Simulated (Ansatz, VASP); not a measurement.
**Two plane-wave programs on AlRu**

```
CELL_PARAMETERS angstrom
2.89899 0.00000 0.00000
-1.44949 2.51060 0.00000
0.00000 0.00000 3.88759
ATOMIC_POSITIONS crystal
Al 0.00000 0.00000 0.00000
Ru 0.66667 0.33333 0.50000
```

Change from the starting cell: species swapped into the WC type (P-6m2, No. 187).

Alike in both runs: functional PBE; k mesh 6 × 6 × 6; occupations gaussian, width 0.1 eV; no spin polarisation.

Ansatz relaxed the structure, and its values are those at the end. VASP's run is a single point on that final structure, the one shown.

```csv
,VASP,Ansatz
version,VASP 6.6.1,Ansatz 0.2.0
potentials or method,"VASP PAW PBE potentials, release 64 (Al, Ru_pv), cutoff 520 eV","scalar-relativistic, plane waves, PAW"
valence electrons in the cell,17,19
```

|  | VASP | Ansatz | Ansatz less VASP |
| --- | --- | --- | --- |
| gap on the k mesh at the Fermi level (eV) | none | none | - |
| pressure (GPa) | 0.0 | 0.0 | +0.05 |

A gap of «none» marks a metal or a gap that the smearing closes. With one functional, cell and mesh, what is left measures potentials, basis and numerics. VASP's potentials hold 17 valence electrons a cell and Ansatz's 19, so a difference there can come from the potentials and not from the codes.

The k mesh is coarse, so the values compare programs but aren't converged.
